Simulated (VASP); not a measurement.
# Te (P3_121) in VASP: further runs

Te is run at these levels: B3LYP, revPBE+D3(BJ); tasks: single point.

All numbers are computed with VASP 6.6.1; they aren't measurements. Logs are shortened: lines on timing, memory, paths and dates and some standing lists are left out, and cuts for length are marked.

## 1. The cell of the first run

The structure is trigonal, space group P3_121 (No. 152). The conventional cell has a = 4.454 Å, b = 4.454 Å, c = 5.924 Å, α = 90.00°, β = 90.00°, γ = 120.00°. Within 3.8 Å of Te (site symmetry 2) lie 6 Te at 2.86 to 3.47 Å.

## 2. Single point, B3LYP

File POSCAR:

```
Te
1.0
    4.4540000000      0.0000000000      0.0000000000
   -2.2270000000      3.8572771485      0.0000000000
    0.0000000000      0.0000000000      5.9240000000
Te
3
Direct
    0.7310000000      0.7310000000      0.0000000000
    0.0000000000      0.2690000000      0.6666666667
    0.2690000000      0.0000000000      0.3333333333
```

File INCAR.step1:

```
  PREC = Accurate
  ENCUT = 520
  EDIFF = 1E-5
  ISMEAR = -1
  SIGMA = 0.05
  LREAL = False
  LASPH = True
  NELM = 60
  ALGO = Normal
  ISIF = 2
  LWAVE = True
  LCHARG = False
  GGA = PE
  NBANDS = 16
```

File INCAR.step2:

```
  PREC = Accurate
  ENCUT = 520
  EDIFF = 1E-7
  ISMEAR = -1
  SIGMA = 0.05
  LREAL = False
  LASPH = True
  NELM = 60
  ALGO = Normal
  ISIF = 2
  LWAVE = False
  LCHARG = False
  GGA = B3
  LHFCALC = True
  AEXX = 0.2
  AGGAX = 0.72
  AGGAC = 0.81
  ALDAC = 0.19
  PRECFOCK = Normal
  ISTART = 1
  NBANDS = 16
```

File KPOINTS:

```
regular mesh
0
Gamma
  4 4 3
```

Potentials or basis: VASP PAW PBE potentials, release 64 (Te).

Started as:

```console
$ cat potpaw_PBE.64/Te/POTCAR > POTCAR
$ cp INCAR.step1 INCAR
$ mpirun -np 1 vasp_std > vasp.out
$ cp INCAR.step2 INCAR
$ mpirun -np 1 vasp_std > vasp.out
```

OUTCAR:

```text
PREC = Accurate
   ENCUT = 520
   EDIFF = 1E-7
   ISMEAR = -1
   LREAL = False
   LASPH = True
   NELM = 60
   ISIF = 2
   GGA = B3
   LHFCALC = True
   AEXX = 0.2
   PRECFOCK = Normal
   ISTART = 1

 ion  position               nearest neighbor table
   1  0.731  0.731  0.000-   3 2.86   2 2.86   3 3.47   2 3.47   2 3.47   3 3.47
   2  0.000  0.269  0.667-   1 2.86   3 2.86   1 3.47   1 3.47   3 3.47   3 3.47
   3  0.269  0.000  0.333-   1 2.86   2 2.86   1 3.47   1 3.47   2 3.47   2 3.47

  LATTYP: Found a hexagonal cell.
 ALAT       =     4.4540000000
 C/A-ratio  =     1.3300404131

  Lattice vectors:

 A1 = (   4.4540000000,   0.0000000000,   0.0000000000)
 A2 = (  -2.2270000000,   3.8572771485,   0.0000000000)
 A3 = (   0.0000000000,   0.0000000000,   5.9240000000)

Analysis of symmetry for initial positions (statically):
=====================================================================
 Subroutine PRICEL returns:
 Original cell was already a primitive cell.

 Routine SETGRP: Setting up the symmetry group for a
 hexagonal supercell.

 Subroutine GETGRP returns: Found  6 space group operations
 (whereof  2 operations were pure point group operations)
 out of a pool of 24 trial point group operations.

The static configuration has the point symmetry C_2 .
 The point group associated with its full space group is D_3 .

Analysis of symmetry for dynamics (positions and initial velocities):
=====================================================================
 Subroutine PRICEL returns:
 Original cell was already a primitive cell.

 Routine SETGRP: Setting up the symmetry group for a
 hexagonal supercell.

 Subroutine GETGRP returns: Found  6 space group operations
 (whereof  2 operations were pure point group operations)
 out of a pool of 24 trial point group operations.

The dynamic configuration has the point symmetry C_2 .
 The point group associated with its full space group is D_3 .

 Subroutine INISYM returns: Found  6 space group operations
 (whereof  2 operations are pure point group operations),
 and found     1 'primitive' translations

----------------------------------------------------------------------------------------

                                     Primitive cell

  volume of cell :     101.7762

  direct lattice vectors                    reciprocal lattice vectors
     4.454000000  0.000000000  0.000000000     0.224517288  0.129625117  0.000000000
    -2.227000000  3.857277149  0.000000000     0.000000000  0.259250233  0.000000000
     0.000000000  0.000000000  5.924000000     0.000000000  0.000000000  0.168804862

  length of vectors
     4.454000000  4.454000000  5.924000000     0.259250233  0.259250233  0.168804862

  position of ions in fractional coordinates (direct lattice)
     0.731000000  0.731000000  0.000000000
     0.000000000  0.269000000  0.666666667
     0.269000000  0.000000000  0.333333333

  ion indices of the primitive-cell ions
   primitive index   ion index
                 1           1
                 2           2
                 3           3

----------------------------------------------------------------------------------------

 KPOINTS: regular mesh

Automatic generation of k-mesh.
 Grid dimensions read from file:
 generate k-points for:    4    4    3

 Generating k-lattice:

  Cartesian coordinates                     Fractional coordinates (reciprocal lattice)
     0.056129322  0.032406279  0.000000000     0.250000000  0.000000000  0.000000000
     0.000000000  0.064812558  0.000000000     0.000000000  0.250000000  0.000000000
     0.000000000  0.000000000  0.056268287     0.000000000  0.000000000  0.333333333

  Length of vectors
     0.064812558  0.064812558  0.056268287

  Shift w.r.t. Gamma in fractional coordinates (k-lattice)
     0.000000000  0.000000000  0.000000000

 Subroutine IBZKPT returns following result:
 ===========================================

 Found      9 irreducible k-points:

 Following reciprocal coordinates:
            Coordinates               Weight
  0.000000  0.000000  0.000000      1.000000
  0.250000  0.000000  0.000000      6.000000
  0.500000  0.000000  0.000000      3.000000
  0.250000  0.250000  0.000000      6.000000
  0.000000  0.000000  0.333333      2.000000
  0.250000  0.000000  0.333333      6.000000
  0.000000  0.250000  0.333333      6.000000
  0.500000  0.000000  0.333333      6.000000
  0.250000  0.250000  0.333333     12.000000
   k-points           NKPTS =      9   k-points in BZ     NKDIM =     48   number of bands    NBANDS=     16
   number of dos      NEDOS =    301   number of ions     NIONS =      3
   total plane-waves  NPLWV =  62208
   dimension x,y,z NGX =    36 NGY =   36 NGZ =   48
   dimension x,y,z NGXF=    72 NGYF=   72 NGZF=   96
   ions per type =               3
   NGX,Y,Z   is equivalent  to a cutoff of  13.44, 13.44, 13.47 a.u.
   NGXF,Y,Z  is equivalent  to a cutoff of  26.87, 26.87, 26.94 a.u.
 SYSTEM =  unknown system
   PREC   = accura    normal or accurate (medium, high low for compatibility)
   ISTART =      1    job   : 0-new  1-cont  2-samecut
   ICHARG =      0    charge: 1-file 2-atom 10-const
   ISPIN  =      1    spin polarized calculation?
   LNONCOLLINEAR =      F non collinear calculations
   LSORBIT =      F    spin-orbit coupling
   LASPH  =      T    aspherical Exc in radial PAW
   ENCUT  =  520.0 eV  38.22 Ry    6.18 a.u.   8.28  8.28 11.01*2*pi/ulx,y,z
   NELM   =     60;   NELMIN=  2; NELMDL=  0     # of ELM steps
   EDIFF  = 0.1E-06   stopping-criterion for ELM
   LREAL  =      F    real-space projection
   EDIFFG = 0.1E-05   stopping-criterion for IOM
   NSW    =      0    number of steps for IOM
   IBRION =     -1    ionic relax: 0-MD 1-quasi-New 2-CG
   NFREE  =      0    steps in history (QN), initial steepest desc. (CG)
   ISIF   =      2    stress and relaxation
   ISYM   =      3    0-nonsym 1-usesym 2-fastsym
   POTIM  = 0.5000    time-step for ionic-motion
   TEBEG  =    0.0;   TEEND  =   0.0 temperature during run
   PSTRESS=    0.0 pullay stress
   NELECT =      18.0000    total number of electrons
   NUPDOWN=      -1.0000    fix difference up-down
   EMIN   =  10.00;   EMAX   =-10.00  energy-range for DOS
   EFERMI =   0.00;   METHOD = LEGACY
   ISMEAR =    -1;   SIGMA  =   0.05  broadening in eV -4-tet -1-fermi 0-gaus
   EFERMI_NEDOS =   21; number of points for ismear=-14 and -15
   IALGO  =     38    algorithm
   IMIX   =      1    mixing-type and parameters
     AMIX     =   0.40;   BMIX     =  1.00
     AMIX_MAG =   1.60;   BMIX_MAG =  1.00
  volume/ion in A,a.u.               =      33.93       228.94
  Fermi-wavevector in a.u.,A,eV,Ry     =   0.918933  1.736531 11.489263  0.844437
  Thomas-Fermi vector in A             =   2.044070
   LORBIT       =      0    0 simple, 1 ext, 2 COOP (PROOUT), +10 PAW based schemes
   GGA     = B3    functional components
   LHFCALC =     T    Hartree Fock is set to
   PRECFOCK=normal    Normal, Fast or Accurate (Low or Medium for compatibility)
   ENCUT4O =  -1.0   cutoff for four orbital integrals eV
   NKREDX  =     1    reduce k-point grid by
   NKREDY  =     1    reduce k-point grid by
   NKREDZ  =     1    reduce k-point grid by
   AEXX    =    0.2000 exact exchange contribution
   HFSCREEN=    0.0000 screening length (either q_TF or 0.3 A-1)
   HFSCREENC=   0.0000 screening length for correlation (either q_TF or 0.3 A-1)
   ENCUTFOCK=  -1.0 apply spherical cutoff to Coloumb kernel
   IVDW    =     0    specifies the selected vdW correction
   LEPSILON=     F    determine dielectric tensor
   LRPA    =     F    only Hartree local field effects (RPA)
 non-spin polarized calculation
  energy-cutoff  :      520.00
  volume of cell :      101.78
 maximum number of plane-waves:      2758
 NGX is ok and might be reduce to    36
  NGX = 28; NGY = 28; NGZ = 36

 number of electron      17.9999999 magnetization

 Free energy of the ion-electron system (eV)
  ---------------------------------------------------
  ext. energy  EPLUGINS =         0.00000000
  ---------------------------------------------------
  free energy    TOTEN  =       -10.88847907 eV

  energy without entropy =      -10.88847905  energy(sigma->0) =      -10.88847906

 E-fermi :   6.2433     XC(G=0):  -7.1589

 val. band max:        5.3489644617   @ k =   0.2500   0.2500   0.3333
 cond. band min:       7.0724500146   @ k =   0.0000   0.0000   0.3333
 fundamental gap:      1.7234855529
 Fermi energy:         6.2433497837

 k-point     1 :       0.0000    0.0000    0.0000
  band No.  band energies     occupation
      1      -9.1150      2.00000
      2      -5.5493      2.00000
      3      -5.5493      2.00000
      4       2.3258      2.00000
      5       2.7145      2.00000
      6       2.7145      2.00000
[... 8 lines left out ...]
     15      12.9006      0.00000
     16      13.2273      0.00000

 k-point     2 :       0.2500    0.0000    0.0000
  band No.  band energies     occupation
      1      -8.6806      2.00000
      2      -5.7542      2.00000
      3      -5.4331      2.00000
      4       0.6400      2.00000
      5       1.4538      2.00000
      6       1.9343      2.00000
[... 8 lines left out ...]
     15      13.4093      0.00000
     16      14.1453      0.00000

 k-point     3 :       0.5000    0.0000    0.0000
  band No.  band energies     occupation
      1      -7.9801      2.00000
      2      -6.3553      2.00000
      3      -5.2957      2.00000
      4       0.3804      2.00000
      5       0.8830      2.00000
      6       1.7106      2.00000
[... 8 lines left out ...]
     15      15.7062      0.00000
     16      16.0052      0.00000
[... 77 lines left out ...]
 k-point     8 :       0.5000    0.0000    0.3333
  band No.  band energies     occupation
      1      -7.6840      2.00000
      2      -6.8123      2.00000
      3      -5.2289      2.00000
      4      -0.3115      2.00000
      5       1.1367      2.00000
      6       1.7981      2.00000
[... 8 lines left out ...]
     15      15.4125      0.00000
     16      15.6505      0.00000

 k-point     9 :       0.2500    0.2500    0.3333
  band No.  band energies     occupation
      1      -7.6972      2.00000
      2      -6.8253      2.00000
      3      -5.1547      2.00000
      4       0.0379      2.00000
      5       0.5886      2.00000
      6       1.2258      2.00000
[... 8 lines left out ...]
     15      13.6940      0.00000
     16      14.6208      0.00000

------------------------ aborting loop because EDIFF is reached ----------------------------------------

  FORCE on cell =-STRESS in cart. coord.  units (eV):
  Direction    XX          YY          ZZ          XY          YZ          ZX
  --------------------------------------------------------------------------------------
  -------------------------------------------------------------------------------------
  Total        2.1658093      2.1658093      1.5511455      0.0000000      0.0000000      0.0000000
  in kB       34.0945291     34.0945291     24.4183888      0.0000000      0.0000000      0.0000000
  external PRESSURE =      30.8691490 kB  Pullay stress =       0.0000000 kB

 VOLUME and BASIS-vectors are now :
 -----------------------------------------------------------------------------
  energy-cutoff  :      520.00
  volume of cell :      101.78
      direct lattice vectors                 reciprocal lattice vectors
     4.454000000  0.000000000  0.000000000     0.224517288  0.129625117  0.000000000
    -2.227000000  3.857277149  0.000000000     0.000000000  0.259250233  0.000000000
     0.000000000  0.000000000  5.924000000     0.000000000  0.000000000  0.168804862

 POSITION                                       TOTAL-FORCE (eV/Angst)
 -----------------------------------------------------------------------------------
      1.62794      2.81967      0.00000         0.107135      0.185563      0.000000
     -0.59906      1.03761      3.94933         0.107135     -0.185563      0.000000
      1.19813      0.00000      1.97467        -0.214269      0.000000      0.000000
 -----------------------------------------------------------------------------------
    total drift:                               -0.000000      0.000000     -0.000000

  FREE ENERGIE OF THE ION-ELECTRON SYSTEM (eV)
  ---------------------------------------------------
  free  energy   TOTEN  =       -10.8884790705 eV

  energy  without entropy=      -10.8884790547  energy(sigma->0) =      -10.88847906
```

It took 20 min on 1 thread of Intel Xeon Platinum 8259CL at 2.50GHz (Skylake/Cascade Lake), shared host; peak memory 0.25 GiB.

What came out:

```
Free energy            : -10.8885 eV
Pressure               : 3.1 GPa
Largest force          : 0.214 eV/Å
Band gap on the k mesh : 1.72 eV (least direct gap 1.90 eV)
```

Forces in eV/Å, atoms in the order of the input:
```
Te   0.107  0.186  0.000
Te   0.107 -0.186  0.000
Te  -0.214  0.000  0.000
```

Caveat: the cell stands under pressure; the PAW data sets were made with another functional, which shifts forces and pressure a little; spin-orbit coupling is left out, which moves the levels of the heavy elements; an odd mesh through Γ misses points on the zone boundary, where band edges can lie.

## 3. Single point, revPBE+D3(BJ)

This run uses another cell than the first one, of 31.06 Å³/atom.

File INCAR:

```
ALGO = Normal
EDIFF = 1E-6
ENCUT = 520
GGA = RE
ISIF = 2
ISMEAR = -1
IVDW = 12
LASPH = T
LCHARG = F
LREAL = F
LWAVE = F
NBANDS = 16
NELM = 80
PREC = Accurate
SIGMA = 0.05
```

File KPOINTS:

```
k-points
0
Gamma
  7 7 5
```

File POSCAR:

```
Te
1.0
    4.2494107198      0.0000000000      0.0000000000
   -2.1247053599      3.6800976344      0.0000000000
    0.0000000000      0.0000000000      5.9587066244
Te
3
Direct
    0.7096339442      0.7096339442      0.0000000000
    0.0000000000      0.2903660558      0.6666666667
    0.2903660558      0.0000000000      0.3333333333
```

Potentials or basis: VASP PAW PBE potentials, release 64 (Te).

Started as:

```console
$ cat potpaw_PBE.64/Te/POTCAR > POTCAR
$ mpirun -np 1 vasp_std > vasp.out
```

Run time: 57 s. Hardware: 1 thread of Intel Xeon 8259CL, shared host; peak memory 0.23 GiB.

The run converged. Its results:

| Property | Result |
| --- | --- |
| Free energy | -10.9933 eV |
| Pressure | -0.1 GPa |
| Band gap on the k mesh | 0.47 eV (least direct gap 0.57 eV) |
| Dispersion energy per atom | -0.897 eV |

Forces on the atoms (eV/Å):
```
Te  -0.001 -0.002  0.000
Te  -0.001  0.002  0.000
Te   0.002  0.000  0.000
```

Stress tensor (GPa, compression positive):
```
-0.09  0.00  0.00
 0.00 -0.09  0.00
 0.00  0.00 -0.01
```

Levels at points of the mesh, in eV from the valence-band top:
```tsv
k point	band 7	band 8	band 9	band 10	band 11	band 12
(0.00, 0.00, 0.00)	-1.61	-1.61	-1.07	1.24	1.24	1.99
```

Caveat: the PAW data sets were made with another functional, which shifts forces and pressure a little; spin-orbit coupling is left out, which moves the levels of the heavy elements; an odd mesh through Γ misses points on the zone boundary, where band edges can lie.
